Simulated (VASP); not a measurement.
NaCl: electric field gradients with PBEsol

NaCl:

```
Na Cl
1.0
     2.86000   -0.02860   -0.02860
    -0.02860    2.86000   -0.02860
    -0.02860   -0.02860    2.86000
Na Cl
1 1
Direct
  0.00000 0.00000 0.00000
  0.50000 0.50000 0.50000
```

This cell differs from its parent crystal: equal xy, yz and zx shear strains of -2 %.

```
Program                : VASP 6.6.1
Task                   : electric field gradients
Functional             : PBEsol
Potentials or basis    : VASP PAW PBE potentials, release 64 (Na_pv, Cl)
Cutoff                 : 520 eV
k mesh                 : 9 × 9 × 9
Occupations            : fermi-dirac, width 0.03 eV
Spin                   : no spin polarisation
Dipole correction      : no
Further INCAR settings : ALGO = Normal; EDIFF = 1e-08; NBANDS = 14
```

```json
{
 "Pressure": "60.3 GPa",
 "Band gap on the k mesh": "4.55 eV, direct"
}
```

Stress tensor (GPa, compression positive):
```
60.27  1.66  1.66
 1.66 60.27  1.66
 1.66  1.66 60.27
```

Levels at points of the mesh, in eV from the valence-band top:
```tsv
k point	band 3	band 4	band 5	band 6	band 7	band 8	band 9	band 10	band 11	band 12
(0.00, 0.00, 0.00)	-22.51	-16.95	-1.29	-1.18	-1.18	6.56	6.56	7.26	17.68	17.96
```

Electric field gradients, principal values (V/Å²):
```csv
atom,least,middle,greatest (by size)
1 Na,2.272,2.272,-4.544
2 Cl,1.078,1.078,-2.155
```

Wall time 12 s on 1 thread of Intel(R) Xeon(R) Platinum 8488C (Sapphire Rapids), with other jobs on the host, peak memory 0.15 GiB.

Caveat: the cell differs from its parent crystal (equal xy, yz and zx shear strains of -2 %); without QUAD_EFG the Cq values of the log hold for a quadrupole moment of 1 mb, not for the nuclei; the PAW data sets were made with another functional, which shifts forces and pressure a little. A k mesh can miss the band edges.
